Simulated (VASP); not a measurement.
# Ga2O3 in VASP: further runs, part 2 of 2

VASP 6.6.1. Earlier steps stand in the parts before.

## 4. Relaxation of cell and atoms, PBE (atoms taken out)

Input file INCAR:

```
ALGO = Normal
EDIFF = 1E-6
EDIFFG = -0.01
ENCUT = 600
GGA = PE
IBRION = 2
ISIF = 3
ISMEAR = 0
LASPH = True
LCHARG = False
LREAL = False
LWAVE = False
NELM = 60
NSW = 100
PREC = Accurate
SIGMA = 0.02
```

Input file KPOINTS:

```
k-points
0
Gamma
  6 6 10
```

Input file POSCAR:

```
Ga2O3
1.0
    5.2870487173      0.0000000000      0.0000000000
   -2.6435243587      4.5787185002      0.0000000000
    0.0000000000      0.0000000000      2.6554925514
Ga O
2 3
Direct
    0.6666666667      0.3333333333      0.0000000000
    0.3333333333      0.6666666667      0.0000000000
    0.5000000000      0.5000000000      0.5000000000
    0.5000000000      0.0000000000      0.5000000000
    0.0000000000      0.5000000000      0.5000000000
```

Potentials or basis: VASP PAW PBE potentials, release 64 (Ga_d, O).

On the command line:

```sh
cat potpaw_PBE.64/Ga_d/POTCAR potpaw_PBE.64/O/POTCAR > POTCAR
mpirun -np 1 vasp_std > vasp.out
```

OUTCAR:

```text
EDIFF = 1E-6
   EDIFFG = -0.01
   ENCUT = 600
   GGA = PE
   IBRION = 2
   ISIF = 3
   ISMEAR = 0
   LASPH = True
   LREAL = False
   NELM = 60
   NSW = 100
   PREC = Accurate

 ion  position               nearest neighbor table
   1  0.667  0.333  0.000-   5 2.02   5 2.02   4 2.02   4 2.02   3 2.02   3 2.02
   2  0.333  0.667  0.000-   5 2.02   5 2.02   4 2.02   4 2.02   3 2.02   3 2.02
   3  0.500  0.500  0.500-   1 2.02   2 2.02   1 2.02   2 2.02
   4  0.500  0.000  0.500-   1 2.02   2 2.02   1 2.02   2 2.02
   5  0.000  0.500  0.500-   1 2.02   2 2.02   1 2.02   2 2.02

  LATTYP: Found a hexagonal cell.
 ALAT       =     5.2870487173
 C/A-ratio  =     0.5022636812

  Lattice vectors:

 A1 = (   5.2870487173,   0.0000000000,   0.0000000000)
 A2 = (  -2.6435243587,   4.5787185002,   0.0000000000)
 A3 = (   0.0000000000,   0.0000000000,   2.6554925514)

Analysis of symmetry for initial positions (statically):
=====================================================================
 Subroutine PRICEL returns:
 Original cell was already a primitive cell.

 Routine SETGRP: Setting up the symmetry group for a
 hexagonal supercell.

 Subroutine GETGRP returns: Found 24 space group operations
 (whereof 24 operations were pure point group operations)
 out of a pool of 24 trial point group operations.

The static configuration has the point symmetry D_6h.

Analysis of symmetry for dynamics (positions and initial velocities):
=====================================================================
 Subroutine PRICEL returns:
 Original cell was already a primitive cell.

 Routine SETGRP: Setting up the symmetry group for a
 hexagonal supercell.

 Subroutine GETGRP returns: Found 24 space group operations
 (whereof 24 operations were pure point group operations)
 out of a pool of 24 trial point group operations.

The dynamic configuration has the point symmetry D_6h.

 Subroutine INISYM returns: Found 24 space group operations
 (whereof 24 operations are pure point group operations),
 and found     1 'primitive' translations

----------------------------------------------------------------------------------------

                                     Primitive cell

  volume of cell :      64.2839

  direct lattice vectors                    reciprocal lattice vectors
     5.287048717  0.000000000  0.000000000     0.189141439  0.109200860  0.000000000
    -2.643524359  4.578718500  0.000000000     0.000000000  0.218401721  0.000000000
     0.000000000  0.000000000  2.655492551     0.000000000  0.000000000  0.376577972

  length of vectors
     5.287048717  5.287048717  2.655492551     0.218401721  0.218401721  0.376577972

  position of ions in fractional coordinates (direct lattice)
     0.666666667  0.333333333  0.000000000
     0.333333333  0.666666667  0.000000000
     0.500000000  0.500000000  0.500000000
     0.500000000  0.000000000  0.500000000
     0.000000000  0.500000000  0.500000000

  ion indices of the primitive-cell ions
   primitive index   ion index
                 1           1
                 2           2
                 3           3
                 4           4
                 5           5

----------------------------------------------------------------------------------------

 KPOINTS: k-points

Automatic generation of k-mesh.
 Grid dimensions read from file:
 generate k-points for:    6    6   10

 Generating k-lattice:

  Cartesian coordinates                     Fractional coordinates (reciprocal lattice)
     0.031523573  0.018200143  0.000000000     0.166666667 -0.000000000  0.000000000
     0.000000000  0.036400287  0.000000000     0.000000000  0.166666667  0.000000000
     0.000000000  0.000000000  0.037657797     0.000000000  0.000000000  0.100000000

  Length of vectors
     0.036400287  0.036400287  0.037657797

  Shift w.r.t. Gamma in fractional coordinates (k-lattice)
     0.000000000  0.000000000  0.000000000

 Subroutine IBZKPT returns following result:
 ===========================================

 Found     42 irreducible k-points:

 Following reciprocal coordinates:
            Coordinates               Weight
  0.000000  0.000000  0.000000      1.000000
  0.166667  0.000000  0.000000      6.000000
  0.333333  0.000000  0.000000      6.000000
  0.500000  0.000000  0.000000      3.000000
  0.166667  0.166667  0.000000      6.000000
  0.333333  0.166667  0.000000     12.000000
[... 16 lines left out ...]
  0.166667  0.000000  0.300000     12.000000
  0.333333  0.000000  0.300000     12.000000
 [... further k-points ...]
   k-points           NKPTS =     42   k-points in BZ     NKDIM =     42   number of bands    NBANDS=     26
   number of dos      NEDOS =    301   number of ions     NIONS =      5
   total plane-waves  NPLWV =  42336
   dimension x,y,z NGX =    42 NGY =   42 NGZ =   24
   dimension x,y,z NGXF=    84 NGYF=   84 NGZF=   48
   ions per type =               2   3
   NGX,Y,Z   is equivalent  to a cutoff of  13.21, 13.21, 15.03 a.u.
   NGXF,Y,Z  is equivalent  to a cutoff of  26.41, 26.41, 30.05 a.u.
 SYSTEM =  unknown system
   PREC   = accura    normal or accurate (medium, high low for compatibility)
   ISTART =      0    job   : 0-new  1-cont  2-samecut
   ICHARG =      2    charge: 1-file 2-atom 10-const
   ISPIN  =      1    spin polarized calculation?
   LNONCOLLINEAR =      F non collinear calculations
   LSORBIT =      F    spin-orbit coupling
   LASPH  =      T    aspherical Exc in radial PAW
   ENCUT  =  600.0 eV  44.10 Ry    6.64 a.u.  10.56 10.56  5.30*2*pi/ulx,y,z
   NELM   =     60;   NELMIN=  2; NELMDL= -5     # of ELM steps
   EDIFF  = 0.1E-05   stopping-criterion for ELM
   LREAL  =      F    real-space projection
   EDIFFG = -.1E-01   stopping-criterion for IOM
   NSW    =    100    number of steps for IOM
   IBRION =      2    ionic relax: 0-MD 1-quasi-New 2-CG
   NFREE  =      1    steps in history (QN), initial steepest desc. (CG)
   ISIF   =      3    stress and relaxation
   ISYM   =      2    0-nonsym 1-usesym 2-fastsym
   POTIM  = 0.5000    time-step for ionic-motion
   TEBEG  =    0.0;   TEEND  =   0.0 temperature during run
   PSTRESS=    0.0 pullay stress
   NELECT =      44.0000    total number of electrons
   NUPDOWN=      -1.0000    fix difference up-down
   EMIN   =  10.00;   EMAX   =-10.00  energy-range for DOS
   EFERMI =   0.00;   METHOD = LEGACY
   ISMEAR =     0;   SIGMA  =   0.02  broadening in eV -4-tet -1-fermi 0-gaus
   EFERMI_NEDOS =   21; number of points for ismear=-14 and -15
   IALGO  =     38    algorithm
   IMIX   =      4    mixing-type and parameters
     AMIX     =   0.40;   BMIX     =  1.00
     AMIX_MAG =   1.60;   BMIX_MAG =  1.00
  volume/ion in A,a.u.               =      12.86        86.76
  Fermi-wavevector in a.u.,A,eV,Ry     =   1.442752  2.726405 28.320970  2.081533
  Thomas-Fermi vector in A             =   2.561237
   LORBIT       =      0    0 simple, 1 ext, 2 COOP (PROOUT), +10 PAW based schemes
   GGA     = PE    functional components
   LHFCALC =     F    Hartree Fock is set to
   AEXX    =    0.0000 exact exchange contribution
   IVDW    =     0    specifies the selected vdW correction
   LEPSILON=     F    determine dielectric tensor
   LRPA    =     F    only Hartree local field effects (RPA)
 conjugate gradient relaxation of ions
 non-spin polarized calculation
 Gauss-broadening in eV      SIGMA  =   0.02
  energy-cutoff  :      600.00
  volume of cell :       64.28
 maximum number of plane-waves:      2165
   NGX = 21   NGY = 21   NGZ = 11

--------------------------------------- Ionic step        1  -------------------------------------------

 number of electron      43.9999995 magnetization

 Free energy of the ion-electron system (eV)
  ---------------------------------------------------
  ext. energy  EPLUGINS =         0.00000000
  ---------------------------------------------------
  free energy    TOTEN  =       -27.79712220 eV

  energy without entropy =      -27.79712220  energy(sigma->0) =      -27.79712220

 E-fermi :   2.7034     XC(G=0): -10.0171

 val. band max:        2.6109967271   @ k =   0.0000   0.0000   0.5000
 cond. band min:       3.6658021062   @ k =   0.0000   0.0000   0.5000
 fundamental gap:      1.0548053791
 Fermi energy:         2.7034252535

 k-point     1 :       0.0000    0.0000    0.0000
  band No.  band energies     occupation
      1     -16.8055      2.00000
      2     -15.1241      2.00000
      3     -15.1241      2.00000
      4     -11.6714      2.00000
      5     -11.4361      2.00000
      6     -11.2268      2.00000
[... 801 lines left out ...]
  energy  without entropy=      -27.7981181107  energy(sigma->0) =      -27.79811811

--------------------------------------- Ionic step        4  -------------------------------------------

 number of electron      43.9999994 magnetization

 Free energy of the ion-electron system (eV)
  ---------------------------------------------------
  ext. energy  EPLUGINS =         0.00000000
  ---------------------------------------------------
  free energy    TOTEN  =       -27.79815094 eV

  energy without entropy =      -27.79815094  energy(sigma->0) =      -27.79815094

 E-fermi :   2.7352     XC(G=0):  -9.9886

 val. band max:        2.5586858160   @ k =   0.0000   0.0000   0.5000
 cond. band min:       3.5769334665   @ k =   0.0000   0.0000   0.5000
 fundamental gap:      1.0182476505
 Fermi energy:         2.7351963423

 k-point     1 :       0.0000    0.0000    0.0000
  band No.  band energies     occupation
      1     -16.8144      2.00000
      2     -15.1523      2.00000
      3     -15.1523      2.00000
      4     -11.7255      2.00000
      5     -11.4971      2.00000
      6     -11.2900      2.00000
[... 719 lines left out ...]
  FREE ENERGIE OF THE ION-ELECTRON SYSTEM (eV)
  ---------------------------------------------------
  free  energy   TOTEN  =       -27.7981509357 eV

  energy  without entropy=      -27.7981509357  energy(sigma->0) =      -27.79815094

 reached required accuracy - stopping structural energy minimisation
```

OSZICAR:

```text
N       E                     dE             d eps       ncg     rms          rms(c)
DAV:   1     0.502181940081E+03    0.50218E+03   -0.24761E+04  2274   0.316E+03
DAV:   2     0.403019649232E+02   -0.46188E+03   -0.44966E+03  2528   0.656E+02
DAV:   3    -0.293851212917E+02   -0.69687E+02   -0.67777E+02  2580   0.204E+02
[... 31 lines left out ...]
DAV:   1    -0.277983959628E+02   -0.27801E-03   -0.81773E-03  2968   0.904E-01    0.109E-01
DAV:   2    -0.277982263747E+02    0.16959E-03   -0.38457E-04  2606   0.283E-01    0.598E-02
DAV:   3    -0.277981551961E+02    0.71179E-04   -0.93955E-05  3540   0.158E-01    0.146E-02
DAV:   4    -0.277981514305E+02    0.37656E-05   -0.29448E-05  3012   0.489E-02    0.454E-03
DAV:   5    -0.277981509357E+02    0.49480E-06   -0.42487E-06  2076   0.251E-02
   4 F= -.27798151E+02 E0= -.27798151E+02  d E =-.328250E-04
```

Run time: 3 min. Hardware: 1 thread of Intel Xeon Platinum 8488C (Sapphire Rapids), shared host; peak memory 0.23 GiB.

Results:

* Free energy: -27.7982 eV
* Relaxed volume: 12.93 Å³/atom
* Relaxed cell: a = 5.299 Å, b = 5.299 Å, c = 2.660 Å, α = 90.00°, β = 90.00°, γ = 120.00°
* Space group after relaxing (to 0.1 Å): P6/mmm (No. 191)
* Energy gained by relaxing: 0.2 meV/atom
* Ionic steps: 4
* Pressure after relaxing: 0.0 GPa
* Band gap on the k mesh: 1.02 eV

Step by step:
```
step  energy change (eV)  largest force (eV/Å)  pressure (GPa)  volume (Å³)
   1              0.0000                0.0000            0.91        64.28
   2             -0.0002                0.0000           -0.71        64.96
   3             -0.0010                0.0000            0.02        64.64
   4             -0.0010                0.0000           -0.03        64.67
```

Final structure:
```
CELL_PARAMETERS angstrom
5.29859 0.00000 0.00000
-2.64929 4.58871 0.00000
0.00000 0.00000 2.65969
ATOMIC_POSITIONS crystal
Ga 0.66667 0.33333 0.00000
Ga 0.33333 0.66667 0.00000
O 0.50000 0.50000 0.50000
O 0.50000 0.00000 0.50000
O 0.00000 0.50000 0.50000
```

Caveat: the cell differs from its parent crystal (atoms taken out). A k mesh can miss the band edges.

## 5. The runs side by side

```csv
task,cell,k mesh,cutoff (eV),smearing,gap on the mesh (eV),pressure (GPa)
single point,"a = 5.287, b = 5.287, c = 2.655 Å, angles 90.0, 90.0, 120.0°, 5 atoms, atomic positions A",6 × 6 × 6,520,gaussian 0.1 eV,1.05,1.0
single point,"a = 5.292, b = 5.292, c = 2.656 Å, angles 90.0, 90.0, 120.0°, 5 atoms, atomic positions B",6 × 6 × 10,520,gaussian 0.02 eV,1.04,0.8
relaxation of cell and atoms,"relaxed from a = 5.287, b = 5.287, c = 2.655 Å, angles 90.0, 90.0, 120.0°, 5 atoms, atomic positions B",6 × 6 × 10,600,gaussian 0.02 eV,1.02,0.0
```

Alike in all rows: level PBE; potentials or basis VASP PAW PBE potentials, release 64 (Ga_d, O); no spin polarisation.

Total energies depend on the potentials used, so only differences within one code and one set of settings carry meaning.
